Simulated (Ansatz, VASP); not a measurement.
MgS in VASP and in Ansatz

The input INCAR:

```
ALGO = Normal
EDIFF = 1E-8
ENCUT = 520
ISIF = 2
ISMEAR = -1
LASPH = T
LCHARG = F
LEFG = T
LREAL = F
LWAVE = F
NBANDS = 11
NELM = 60
PREC = Accurate
SIGMA = 0.01
```

The input KPOINTS:

```
k-points
0
Gamma
  8 8 8
```

Contents of POSCAR:

```
MgS
1.0
   -0.0780495000      2.5626252500      2.5626252500
    2.5626252500     -0.0780495000      2.5626252500
    2.5626252500      2.5626252500     -0.0780495000
Mg S
1 1
Direct
    0.0000000000      0.0000000000      0.0000000000
    0.5000000000      0.5000000000      0.5000000000
```

Input for Ansatz:

```yaml
crystal:
  lattice:
    - [-0.0780495, 2.56262525, 2.56262525]
    - [2.56262525, -0.0780495, 2.56262525]
    - [2.56262525, 2.56262525, -0.0780495]
  atoms:
    - { symbol: Mg, position: [0.0, 0.0, 0.0] }
    - { symbol: S, position: [0.5, 0.5, 0.5] }
kpoints:
  mp_grid: { grid: [8, 8, 8] }
scf:
  occupations: { method: fermi_dirac, width: 0.01 }
hamiltonian:
  xc: lda
  pseudopotentials: { kind: all_electron, datasets: crystal }
output:
  forces: true
  stress: true
  eigenvalues: true
  efg: { contact_densities: true }
```

Change from the starting cell: equal xy, yz and zx shear strains of -3 %, crystal datasets.

Alike in both runs: task electric field gradients; functional LDA; k mesh 8 × 8 × 8; occupations fermi-dirac, width 0.01 eV; no spin polarisation.

```csv
,VASP,Ansatz
version,VASP 6.6.1,Ansatz 0.2.0
potentials or method,"VASP PAW LDA potentials, release 64 (Mg, S), cutoff 520 eV","all-electron PAW with datasets made for the crystal, scalar-relativistic"
```

VASP gave:

- gap on the k mesh at the Fermi level (eV): 2.26
- pressure (GPa): -3.8
- traceless stress, the component that is largest in VASP (GPa): 1.56
- size of Vzz on the site where it differs most (V/Å²): 1.1

Task: What did Ansatz give for the same quantities?

Result: gap on the k mesh at the Fermi level (eV): 2.27; pressure (GPa): -3.2; traceless stress, the component that is largest in VASP (GPa): 1.56; size of Vzz on the site where it differs most (V/Å²): 1.6.

LDA's correlation is that of Perdew and Zunger in VASP and of Perdew and Wang (1992) in Ansatz. Ansatz ran all-electron here, and VASP with PAW potentials.
